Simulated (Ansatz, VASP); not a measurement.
InSb in VASP and in Ansatz

INCAR

```
ALGO = Normal
EDIFF = 1E-6
ENCUT = 520
GGA = PS
ISIF = 2
ISMEAR = 0
LASPH = T
LCHARG = F
LREAL = F
LWAVE = F
NBANDS = 16
NELM = 60
PREC = Accurate
SIGMA = 0.15
```

Contents of KPOINTS:

```
k-points
0
Gamma
  16 16 16
```

File POSCAR:

```
InSb
1.0
    0.0000000000      3.5207233848      2.9991347352
    3.5207233848      0.0000000000      2.9991347352
    3.5207233848      3.5207233848      0.0000000000
In Sb
1 1
Direct
    0.0000000000      0.0000000000      0.0000000000
    0.7500000000      0.7500000000      0.7500000000
```

Input for Ansatz:

```yaml
crystal:
  lattice:
    - [0.0, 3.5207233848, 2.9991347352]
    - [3.5207233848, 0.0, 2.9991347352]
    - [3.5207233848, 3.5207233848, 0.0]
  atoms:
    - { symbol: In, position: [0.0, 0.0, 0.0] }
    - { symbol: Sb, position: [0.75, 0.75, 0.75] }
basis:
  ecutwfc: 420
kpoints:
  mp_grid: { grid: [16, 16, 16] }
hamiltonian:
  xc: pbesol
scf:
  occupations: { method: gaussian, width: 0.15 }
output:
  forces: true
  stress: true
  eigenvalues: true
```

Change from the starting cell: strain +0.080 along x and y, -0.080 along z, atoms carried along.

Alike in both runs: task single point; functional PBEsol; k mesh 16 × 16 × 16; occupations gaussian, width 0.15 eV; no spin polarisation.

|  | VASP | Ansatz |
| --- | --- | --- |
| version | VASP 6.6.1 | Ansatz 0.2.0 |
| potentials or method | VASP PAW PBE potentials, release 64 (In_d, Sb), cutoff 520 eV | scalar-relativistic, plane waves, PAW |
| valence electrons in the cell | 18 | 28 |

```csv
,VASP,Ansatz,Ansatz less VASP
gap on the k mesh at the Fermi level (eV),none,none,-
pressure (GPa),-2.8,-2.8,-0.01
"traceless stress, the component that is largest in VASP (GPa)",2.19,2.19,0.000
```

VASP's potentials were made for PBE, not for PBEsol. A gap of «none» marks a metal or a gap that the smearing closes. VASP's potentials hold 18 valence electrons a cell and Ansatz's 28, so a difference there can come from the potentials and not from the codes.

Neither program's run includes spin-orbit coupling.
